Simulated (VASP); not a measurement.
## RbZnH3: single point with PBE+D3(BJ)

The system is RbZnH3.

```
Rb Zn H
1.0
     3.90516    0.00000    0.00000
     0.00000    3.90516    0.00000
     0.00000    0.00000    3.90516
Rb Zn H
1 1 3
Direct
  0.00000 0.00000 0.00000
  0.50000 0.50000 0.50000
  0.50000 0.50000 0.00000
  0.50000 0.00000 0.50000
  0.00000 0.50000 0.50000
```

* Program: VASP 6.6.1
* Task: single point
* Functional: PBE
* Dispersion: D3(BJ)
* Potentials or basis: VASP PAW PBE potentials, release 64 (Rb_sv, Zn, H)
* Cutoff: 520 eV
* k mesh: 4 × 4 × 4
* Occupations: gaussian, width 0.05 eV
* Spin: no spin polarisation

* Pressure: 0.2 GPa
* Band gap on the k mesh: zero (bands 12 and 13 overlap by 1.52 eV)
* Dispersion energy per atom: -0.165 eV

Levels at points of the mesh, in eV from the Fermi level:
```csv
k point,band 10,band 11,band 12,band 13,band 14,band 15
"(0.00, 0.00, 0.00)",-6.71,-0.64,-0.64,4.43,4.43,4.43
"(0.50, 0.00, 0.00)",-5.10,-4.33,-0.02,3.51,3.51,4.59
"(0.50, 0.50, 0.00)",-4.85,-3.03,-3.03,3.36,4.23,5.73
"(0.50, 0.50, 0.50)",-3.93,-3.93,-3.93,-1.54,7.00,7.00
```

Run time: 27 s on 1 thread of Intel Xeon 8259CL, with other jobs on the host, peak memory 0.18 GiB.

Caveat: the k points lie up to 0.40 Å⁻¹ apart, too coarse for converged energies and pressures of a metal.
